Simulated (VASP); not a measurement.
# Al12N in VASP: notebook

The runs below take Al12N through single point, with PBE.

All numbers are computed with VASP 6.6.1; they aren't measurements. Logs are shortened: lines on timing, memory, paths and dates and some standing lists are left out, and cuts for length are marked.

**1. The cell of the first run**

The cell holds a slab with vacuum, 13 atoms: a = 5.714 Å, b = 5.714 Å, c = 19.675 Å, α = 90.00°, β = 90.00°, γ = 90.00°.

**2. Single point, PBE**

INCAR reads:

```
SYSTEM = Al12N
PREC = Accurate
ENCUT = 520
EDIFF = 1E-6
ISMEAR = 0
SIGMA = 0.1
LREAL = .False.
LASPH = .True.
NELM = 80
ALGO = Normal
ISIF = 2
LWAVE = .False.
LCHARG = .False.
LDIPOL = .True.
IDIPOL = 3
DIPOL = 0.5 0.5 0.322
GGA = PE
NBANDS = 32
```

KPOINTS reads:

```
regular mesh
0
Gamma
  5 5 1
  0 0 0
```

POSCAR reads:

```
Al12N
1.0
    5.7135165839      0.0000000000      0.0000000000
    0.0000000000      5.7135165839      0.0000000000
    0.0000000000      0.0000000000     19.6746954090
Al N
12 1
Direct
    0.2500000000      0.2500000000      0.2033068323
    0.2500000000      0.7500000000      0.2033068323
    0.7500000000      0.2500000000      0.2033068323
    0.7500000000      0.7500000000      0.2033068323
    0.0000000000      0.0000000000      0.3092728581
    0.0000000000      0.5000000000      0.3092728581
    0.5000000000      0.0000000000      0.3092728581
    0.5000000000      0.5000000000      0.3092728581
    0.2500000000      0.2500000000      0.4154928571
    0.2500000000      0.7500000000      0.4154928571
    0.7500000000      0.2500000000      0.4154928571
    0.7500000000      0.7500000000      0.4154928571
    0.4166666667      0.4166666667      0.4694082219
```

Potentials or basis: VASP PAW PBE potentials, release 64 (Al, N).

Run with:

```
$ cat potpaw_PBE.64/Al/POTCAR potpaw_PBE.64/N/POTCAR > POTCAR
$ mpirun -np 1 vasp_std > vasp.out
```

OUTCAR:

```text
SYSTEM = Al12N
   PREC = Accurate
   ENCUT = 520
   EDIFF = 1E-6
   ISMEAR = 0
   LREAL = .False.
   LASPH = .True.
   NELM = 80
   ISIF = 2
   GGA = PE

 ion  position               nearest neighbor table
   1  0.250  0.250  0.203-   2 2.86   3 2.86   2 2.86   3 2.86   7 2.90   8 2.90   5 2.90   6 2.90

   2  0.250  0.750  0.203-   1 2.86   4 2.86   1 2.86   4 2.86   7 2.90   8 2.90   5 2.90   6 2.90

   3  0.750  0.250  0.203-   1 2.86   4 2.86   4 2.86   1 2.86   7 2.90   8 2.90   5 2.90   6 2.90

   4  0.750  0.750  0.203-   2 2.86   3 2.86   3 2.86   2 2.86   7 2.90   8 2.90   5 2.90   6 2.90

   5  0.000  0.000  0.309-   6 2.86   7 2.86   6 2.86   7 2.86   1 2.90   2 2.90   3 2.90   4 2.90
                            11 2.91  12 2.91   9 2.91  10 2.91
   6  0.000  0.500  0.309-   5 2.86   8 2.86   5 2.86   8 2.86   1 2.90   2 2.90   3 2.90   4 2.90
                            11 2.91  12 2.91   9 2.91  10 2.91
   7  0.500  0.000  0.309-   5 2.86   8 2.86   8 2.86   5 2.86   1 2.90   2 2.90   3 2.90   4 2.90
                            11 2.91  12 2.91   9 2.91  10 2.91
   8  0.500  0.500  0.309-   6 2.86   7 2.86   7 2.86   6 2.86   1 2.90   2 2.90   3 2.90   4 2.90
                            11 2.91  12 2.91   9 2.91  10 2.91
   9  0.250  0.250  0.415-  13 1.71  11 2.86  10 2.86  10 2.86  11 2.86   6 2.91   7 2.91   8 2.91
                             5 2.91
  10  0.250  0.750  0.415-  13 2.38  12 2.86   9 2.86   9 2.86  12 2.86   6 2.91   7 2.91   8 2.91
                             5 2.91
  11  0.750  0.250  0.415-  13 2.38  12 2.86   9 2.86  12 2.86   9 2.86   6 2.91   7 2.91   8 2.91
                             5 2.91
  12  0.750  0.750  0.415-  10 2.86  11 2.86  11 2.86  10 2.86   5 2.91   6 2.91   7 2.91   8 2.91

  13  0.417  0.417  0.469-   9 1.71  10 2.38  11 2.38

  LATTYP: Found a simple tetragonal cell.
 ALAT       =     5.7135165839
 C/A-ratio  =     3.4435351889

  Lattice vectors:

 A1 = (   5.7135165839,   0.0000000000,   0.0000000000)
 A2 = (   0.0000000000,   5.7135165839,   0.0000000000)
 A3 = (   0.0000000000,   0.0000000000,  19.6746954090)

Analysis of symmetry for initial positions (statically):
=====================================================================
 Subroutine PRICEL returns:
 Original cell was already a primitive cell.

 Routine SETGRP: Setting up the symmetry group for a
 simple tetragonal supercell.

 Subroutine GETGRP returns: Found  2 space group operations
 (whereof  2 operations were pure point group operations)
 out of a pool of 16 trial point group operations.

The static configuration has the point symmetry C_1h.

Analysis of symmetry for dynamics (positions and initial velocities):
=====================================================================
 Subroutine PRICEL returns:
 Original cell was already a primitive cell.

 Routine SETGRP: Setting up the symmetry group for a
 simple tetragonal supercell.

 Subroutine GETGRP returns: Found  2 space group operations
 (whereof  2 operations were pure point group operations)
 out of a pool of 16 trial point group operations.

The dynamic configuration has the point symmetry C_1h.

 Subroutine INISYM returns: Found  2 space group operations
 (whereof  2 operations are pure point group operations),
 and found     1 'primitive' translations

----------------------------------------------------------------------------------------

                                     Primitive cell

  volume of cell :     642.2661

  direct lattice vectors                    reciprocal lattice vectors
     5.713516584  0.000000000  0.000000000     0.175023558  0.000000000  0.000000000
     0.000000000  5.713516584  0.000000000     0.000000000  0.175023558  0.000000000
     0.000000000  0.000000000 19.674695409     0.000000000  0.000000000  0.050826708

  length of vectors
     5.713516584  5.713516584 19.674695409     0.175023558  0.175023558  0.050826708

  position of ions in fractional coordinates (direct lattice)
     0.250000000  0.250000000  0.203306832
     0.250000000  0.750000000  0.203306832
     0.750000000  0.250000000  0.203306832
     0.750000000  0.750000000  0.203306832
     0.000000000  0.000000000  0.309272858
     0.000000000  0.500000000  0.309272858
     0.500000000  0.000000000  0.309272858
     0.500000000  0.500000000  0.309272858
     0.250000000  0.250000000  0.415492857
     0.250000000  0.750000000  0.415492857
     0.750000000  0.250000000  0.415492857
     0.750000000  0.750000000  0.415492857
     0.416666667  0.416666667  0.469408222

  ion indices of the primitive-cell ions
   primitive index   ion index
                 1           1
                 2           2
                 3           3
                 4           4
                 5           5
                 6           6
                 7           7
                 8           8
                 9           9
                10          10
                11          11
                12          12
                13          13

----------------------------------------------------------------------------------------

 KPOINTS: regular mesh

Automatic generation of k-mesh.
 Grid dimensions read from file:
 generate k-points for:    5    5    1

 Generating k-lattice:

  Cartesian coordinates                     Fractional coordinates (reciprocal lattice)
     0.035004712  0.000000000  0.000000000     0.200000000  0.000000000  0.000000000
     0.000000000  0.035004712  0.000000000     0.000000000  0.200000000  0.000000000
     0.000000000  0.000000000  0.050826708     0.000000000  0.000000000  1.000000000

  Length of vectors
     0.035004712  0.035004712  0.050826708

  Shift w.r.t. Gamma in fractional coordinates (k-lattice)
     0.000000000  0.000000000  0.000000000

 Subroutine IBZKPT returns following result:
 ===========================================

 Found      9 irreducible k-points:

 Following reciprocal coordinates:
            Coordinates               Weight
  0.000000  0.000000  0.000000      1.000000
  0.200000  0.000000  0.000000      4.000000
  0.400000  0.000000  0.000000      4.000000
  0.200000  0.200000  0.000000      2.000000
 -0.200000  0.200000  0.000000      2.000000
  0.400000  0.200000  0.000000      4.000000
 -0.200000  0.400000  0.000000      4.000000
  0.400000  0.400000  0.000000      2.000000
 -0.400000  0.400000  0.000000      2.000000
   k-points           NKPTS =      9   k-points in BZ     NKDIM =      9   number of bands    NBANDS=     32
   number of dos      NEDOS =    301   number of ions     NIONS =     13
   total plane-waves  NPLWV = 264600
   dimension x,y,z NGX =    42 NGY =   42 NGZ =  150
   dimension x,y,z NGXF=    84 NGYF=   84 NGZF=  300
   ions per type =              12   1
   NGX,Y,Z   is equivalent  to a cutoff of  12.22, 12.22, 12.67 a.u.
   NGXF,Y,Z  is equivalent  to a cutoff of  24.44, 24.44, 25.35 a.u.
 SYSTEM =  Al12N
   PREC   = accura    normal or accurate (medium, high low for compatibility)
   ISTART =      0    job   : 0-new  1-cont  2-samecut
   ICHARG =      2    charge: 1-file 2-atom 10-const
   ISPIN  =      1    spin polarized calculation?
   LNONCOLLINEAR =      F non collinear calculations
   LSORBIT =      F    spin-orbit coupling
   LASPH  =      T    aspherical Exc in radial PAW
   ENCUT  =  520.0 eV  38.22 Ry    6.18 a.u.  10.62 10.62 36.58*2*pi/ulx,y,z
   NELM   =     80;   NELMIN=  2; NELMDL= -5     # of ELM steps
   EDIFF  = 0.1E-05   stopping-criterion for ELM
   LREAL  =      F    real-space projection
   EDIFFG = 0.1E-04   stopping-criterion for IOM
   NSW    =      0    number of steps for IOM
   IBRION =     -1    ionic relax: 0-MD 1-quasi-New 2-CG
   NFREE  =      0    steps in history (QN), initial steepest desc. (CG)
   ISIF   =      2    stress and relaxation
   ISYM   =      2    0-nonsym 1-usesym 2-fastsym
   POTIM  = 0.5000    time-step for ionic-motion
   TEBEG  =    0.0;   TEEND  =   0.0 temperature during run
   PSTRESS=    0.0 pullay stress
   NELECT =      41.0000    total number of electrons
   NUPDOWN=      -1.0000    fix difference up-down
   EMIN   =  10.00;   EMAX   =-10.00  energy-range for DOS
   EFERMI =   0.00;   METHOD = LEGACY
   ISMEAR =     0;   SIGMA  =   0.10  broadening in eV -4-tet -1-fermi 0-gaus
   EFERMI_NEDOS =   21; number of points for ismear=-14 and -15
   IALGO  =     38    algorithm
   IMIX   =      4    mixing-type and parameters
     AMIX     =   0.40;   BMIX     =  1.00
     AMIX_MAG =   1.60;   BMIX_MAG =  1.00
  volume/ion in A,a.u.               =      49.41       333.40
  Fermi-wavevector in a.u.,A,eV,Ry     =   0.654281  1.236412  5.824435  0.428084
  Thomas-Fermi vector in A             =   1.724790
   LORBIT       =      0    0 simple, 1 ext, 2 COOP (PROOUT), +10 PAW based schemes
   GGA     = PE    functional components
   LHFCALC =     F    Hartree Fock is set to
   AEXX    =    0.0000 exact exchange contribution
   IVDW    =     0    specifies the selected vdW correction
   LEPSILON=     F    determine dielectric tensor
   LRPA    =     F    only Hartree local field effects (RPA)
 non-spin polarized calculation
 Gauss-broadening in eV      SIGMA  =   0.10
  energy-cutoff  :      520.00
  volume of cell :      642.27
 maximum number of plane-waves:     17320
   NGX = 21   NGY = 21   NGZ = 73

 dipolmoment           0.000000      0.000000     -0.144902 electrons x Angstroem

 number of electron      40.9999999 magnetization

 dipolmoment           0.000000      0.000000      0.157529 electrons x Angstroem

 Free energy of the ion-electron system (eV)
  ---------------------------------------------------
  ext. energy  EPLUGINS =         0.00000000
  ---------------------------------------------------
  free energy    TOTEN  =       -48.43868061 eV

  energy without entropy =      -48.40281274  energy(sigma->0) =      -48.42074668

 E-fermi :  -0.6524     XC(G=0):  -4.2743

 val. band max:       -0.6613364127   @ k =  -0.4000   0.4000   0.0000
 cond. band min:      -0.6500562794   @ k =  -0.2000   0.2000   0.0000
 fundamental gap:      0.0112801333
 Fermi energy:        -0.6524230090

 k-point     1 :       0.0000    0.0000    0.0000
  band No.  band energies     occupation
      1     -14.1771      2.00000
      2     -10.6914      2.00000
      3      -8.4297      2.00000
      4      -6.5169      2.00000
      5      -6.4785      2.00000
      6      -6.3290      2.00000
[... 24 lines left out ...]
     31       2.0347      0.00000
     32       2.3578      0.00000

 k-point     2 :       0.2000    0.0000    0.0000
  band No.  band energies     occupation
      1     -14.1686      2.00000
      2     -10.5221      2.00000
      3      -8.3144      2.00000
      4      -7.9007      2.00000
      5      -6.3299      2.00000
      6      -6.1559      2.00000
[... 24 lines left out ...]
     31       2.3169      0.00000
     32       2.5148      0.00000
[... 208 lines left out ...]
     31       2.2494      0.00000
     32       2.5479      0.00000

 k-point     9 :      -0.4000    0.4000    0.0000
  band No.  band energies     occupation
      1     -14.1369      2.00000
      2      -9.3294      2.00000
      3      -8.5218      2.00000
      4      -8.3979      2.00000
      5      -7.6262      2.00000
      6      -7.1895      2.00000
[... 24 lines left out ...]
     31       2.1299      0.00000
     32       2.5625      0.00000

------------------------ aborting loop because EDIFF is reached ----------------------------------------

 vacuum level on the upper side and lower side of the slab       (xc-potential included)         0.345        -0.446

  FORCE on cell =-STRESS in cart. coord.  units (eV):
  Direction    XX          YY          ZZ          XY          YZ          ZX
  --------------------------------------------------------------------------------------
  -------------------------------------------------------------------------------------
  Total       -9.0802713     -9.0802713      0.1599051      3.6644571      1.8961577      1.8961574
  in kB      -22.6513665    -22.6513665      0.3988943      9.1412424      4.7300969      4.7300962
  external PRESSURE =     -14.9679462 kB  Pullay stress =       0.0000000 kB

 VOLUME and BASIS-vectors are now :
 -----------------------------------------------------------------------------
  energy-cutoff  :      520.00
  volume of cell :      642.27
      direct lattice vectors                 reciprocal lattice vectors
     5.713516584  0.000000000  0.000000000     0.175023558  0.000000000  0.000000000
     0.000000000  5.713516584  0.000000000     0.000000000  0.175023558  0.000000000
     0.000000000  0.000000000 19.674695409     0.000000000  0.000000000  0.050826708

 POSITION                                       TOTAL-FORCE (eV/Angst)
 -----------------------------------------------------------------------------------
      1.42838      1.42838      4.00000        -0.051440     -0.051440      0.048466
      1.42838      4.28514      4.00000         0.040409      0.093286      0.017155
      4.28514      1.42838      4.00000         0.093286      0.040409      0.017155
      4.28514      4.28514      4.00000        -0.032043     -0.032043      0.016323
      0.00000      0.00000      6.08485        -0.029203     -0.029203     -0.175386
      0.00000      2.85676      6.08485        -0.084130      0.091420      0.038752
      2.85676      0.00000      6.08485         0.091420     -0.084130      0.038752
      2.85676      2.85676      6.08485         0.096185      0.096185     -0.169862
      1.42838      1.42838      8.17470        -1.712648     -1.712648     -1.182574
      1.42838      4.28514      8.17470         0.380142     -1.006997      0.645621
      4.28514      1.42838      8.17470        -1.006997      0.380142      0.645621
      4.28514      4.28514      8.17470         0.083455      0.083455      0.028415
      2.38063      2.38063      9.23546         2.131566      2.131566      0.031560
 -----------------------------------------------------------------------------------
    total drift:                               -0.000075     -0.000075      0.000001

  FREE ENERGIE OF THE ION-ELECTRON SYSTEM (eV)
  ---------------------------------------------------
  free  energy   TOTEN  =       -48.4386806072 eV

  energy  without entropy=      -48.4028127449  energy(sigma->0) =      -48.42074668

 vacuum level on the upper side and lower side of the slab         4.543         3.671
```

Wall time 10 min (1 thread of Intel Xeon 8259CL, shared host); peak memory 0.64 GiB.

What came out:

```yaml
Free_energy: -48.4387 eV
Largest_force: 3.015 eV/Å
Band_gap_on_the_k_mesh: zero (an odd number of electrons rules out a gap without spin polarisation)
```

Forces on the atoms (eV/Å):
```
Al  -0.051 -0.051  0.048
Al   0.040  0.093  0.017
Al   0.093  0.040  0.017
Al  -0.032 -0.032  0.016
Al  -0.029 -0.029 -0.175
Al  -0.084  0.091  0.039
Al   0.091 -0.084  0.039
Al   0.096  0.096 -0.170
Al  -1.713 -1.713 -1.183
Al   0.380 -1.007  0.646
Al  -1.007  0.380  0.646
Al   0.083  0.083  0.028
N    2.132  2.132  0.032
```

Levels at points of the mesh, in eV from the Fermi level:
| k point | band 18 | band 19 | band 20 | band 21 | band 22 | band 23 |
| --- | --- | --- | --- | --- | --- | --- |
| (0.00, 0.00, 0.00) | -1.11 | -0.79 | -0.49 | -0.37 | -0.23 | -0.09 |

**3. Single point, PBE**

INCAR reads:

```
PREC     = Accurate       # precision mode
ENCUT    = 520            # plane-wave cutoff, eV
EDIFF    = 1E-6           # SCF threshold, eV
ISMEAR   = 0              # smearing method
SIGMA    = 0.1            # smearing width, eV
LREAL    = F              # projectors in reciprocal space
LASPH    = T              # aspherical terms in the spheres
NELM     = 80             # most SCF steps
ALGO     = Normal         # electronic algorithm
ISIF     = 2              # what is computed and relaxed
LWAVE    = F              # write WAVECAR
LCHARG   = F              # write CHGCAR
LDIPOL   = T            
IDIPOL   = 3            
DIPOL    = 0.5 0.5 0.324
GGA      = PE             # functional
NBANDS   = 32             # bands
```

KPOINTS reads:

```
regular mesh
0
Gamma
  5 5 1
```

POSCAR: that of step 2 with these lines changed.

```diff
@@ -20,2 +20,2 @@
     0.7500000000      0.7500000000      0.4154928571
-    0.4166666667      0.4166666667      0.4694082219
+    0.3333333333      0.3333333333      0.4971913018
```

Potentials or basis: VASP PAW PBE potentials, release 64 (Al, N).

Run with:

```
$ cat potpaw_PBE.64/Al/POTCAR potpaw_PBE.64/N/POTCAR > POTCAR
$ mpirun -np 1 vasp_std > vasp.out
```

It took 11 min on 1 thread of Intel Xeon 8259CL, shared host; peak memory 0.64 GiB.

Results (log left out):

```yaml
Free_energy: -46.9763 eV
Largest_force: 1.456 eV/Å
Band_gap_on_the_k_mesh: zero (an odd number of electrons rules out a gap without spin polarisation)
```

Forces on the atoms (eV/Å):
```
Al   0.011  0.011  0.018
Al   0.082  0.045  0.028
Al   0.045  0.082  0.028
Al  -0.070 -0.070  0.108
Al   0.005  0.005  0.003
Al   0.046  0.013  0.038
Al   0.013  0.046  0.038
Al  -0.032 -0.032 -0.022
Al  -0.561 -0.561 -1.222
Al   0.113 -0.693  0.495
Al  -0.693  0.113  0.495
Al   0.058  0.058 -0.027
N    0.982  0.982  0.021
```

Levels at points of the mesh, in eV from the Fermi level:
| k point | band 16 | band 17 | band 18 | band 19 | band 20 | band 21 | band 22 | band 23 | band 24 | band 25 |
| --- | --- | --- | --- | --- | --- | --- | --- | --- | --- | --- |
| (0.00, 0.00, 0.00) | -1.54 | -1.34 | -1.06 | -0.77 | -0.62 | -0.41 | -0.05 | -0.04 | 0.17 | 0.83 |

The gap in the log of VASP goes by the Fermi energy; the results here count the filled bands.